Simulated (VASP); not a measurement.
Set up this calculation in VASP 6.6.1, as the native input.

* Task: single point
* Functional: PBEsol
* Potentials or basis: VASP PAW PBE potentials, release 64 (Pt)
* Cutoff: 520 eV
* k mesh: 24 × 24 × 14
* Occupations: gaussian, width 0.15 eV
* Spin: no spin polarisation
* Dipole correction: no
* Further INCAR settings: ALGO = Fast; EDIFF = 1e-07; NBANDS = 17

The structure of Pt lies in POSCAR:

```
Pt
1.0
    2.7251696203      0.0000000000      0.0000000000
   -1.3625848102      2.3600661208      0.0000000000
    0.0000000000      0.0000000000      4.5891354900
Pt
2
Direct
    0.6666666667      0.3333333333      0.7500000000
    0.3333333333      0.6666666667      0.2500000000
```

This isn't the form of Pt at room conditions, which is fcc.

This cell differs from its parent crystal: strain +0.000 along x and y, -0.025 along z.

These files were run (other wordings do the same):

INCAR

```
PREC     = Accurate       # precision mode
ENCUT    = 520            # plane-wave cutoff, eV
EDIFF    = 1E-7           # SCF threshold, eV
ISMEAR   = 0              # smearing method
SIGMA    = 0.15           # smearing width, eV
LREAL    = False          # projectors in reciprocal space
LASPH    = True           # aspherical terms in the spheres
NELM     = 100            # most SCF steps
ALGO     = Fast           # electronic algorithm
ISIF     = 2              # what is computed and relaxed
LWAVE    = False          # write WAVECAR
LCHARG   = False          # write CHGCAR
GGA      = PS             # functional
NBANDS   = 17             # bands
```

KPOINTS

```
regular mesh
0
Gamma
  24 24 14
```

Potentials or basis: VASP PAW PBE potentials, release 64 (Pt).

Launch:

```sh
$ cat potpaw_PBE.64/Pt/POTCAR > POTCAR
$ mpirun -np 1 vasp_std > vasp.out
```

Results of the run:

| Property | Result |
| --- | --- |
| Pressure | 7.0 GPa |
| Band gap on the k mesh | zero (bands 10 and 11 overlap by 1.39 eV) |

Caveat: the cell differs from its parent crystal (strain +0.000 along x and y, -0.025 along z); the cell stands under pressure; the PAW data sets were made with another functional, which shifts forces and pressure a little; spin-orbit coupling is left out, which moves the levels of the heavy elements.

It took 5.6 min on 1 thread of Intel Xeon 8259CL (shared host), peak memory 0.31 GiB.
